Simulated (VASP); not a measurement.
A run of VASP 6.6.1 is set up as follows.

The input POSCAR:

```
SiC
1.0
    0.0000000000     -2.1781449855     -2.1781449855
    0.0000000000      2.1781449855     -2.1781449855
    4.3562899711      0.0000000000      0.0000000000
Si C
2 2
Direct
    0.5430412120      0.4569587880      0.5000000000
   -0.0430412120      0.0430412120      0.0000000000
    0.0272944207      0.5272944207      0.2500000000
    0.4727055793     -0.0272944207      0.7500000000
```

INCAR.step1

```
SYSTEM = SiC
PREC = Accurate ; ENCUT = 520
ISMEAR = 0 ; SIGMA = 0.05
LREAL = .False. ; LASPH = .True.
NELM = 60 ; NBANDS = 16
GGA = PE ; ALGO = Normal
EDIFF = 1E-4 ; LWAVE = .True.
LCHARG = .False.
```

INCAR.step2

```
SYSTEM = SiC
PREC = Accurate ; ENCUT = 520
EDIFF = 1E-7 ; ISMEAR = 0
SIGMA = 0.05 ; LREAL = .False.
LASPH = .True. ; NELM = 60
ALGO = Normal ; ISIF = 2
LWAVE = .False. ; LCHARG = .False.
METAGGA = R2SCAN ; LMIXTAU = .True.
NBANDS = 16 ; ISTART = 1
```

KPOINTS

```
regular mesh
0
Gamma
  10 10 6
  0 0 0
```

Potentials or basis: VASP PAW PBE potentials, release 64 (Si, C).

Run with:

```bash
$ cat potpaw_PBE.64/Si/POTCAR potpaw_PBE.64/C/POTCAR > POTCAR
$ cp INCAR.step1 INCAR
$ mpirun -np 1 vasp_std > vasp.out
$ cp INCAR.step2 INCAR
$ mpirun -np 1 vasp_std > vasp.out
```

Q: What does it give for the largest force?

A: 2.676 eV/Å.

Q: Estimate the band gap on the k mesh.

A: 1.41 eV (least direct gap 1.51 eV).

Q: What does it give for the pressure?

A: -0.7 GPa.

Forces in eV/Å, atoms in the order of the input:
```
Si   0.000  2.676  0.000
Si   0.000 -2.676  0.000
C    0.000  0.000  0.782
C    0.000  0.000 -0.782
```

Caveat: the cell differs from its parent crystal (atoms displaced along a vibrational mode); the PAW data sets were made with another functional, which shifts forces and pressure a little. A k mesh can miss the band edges.
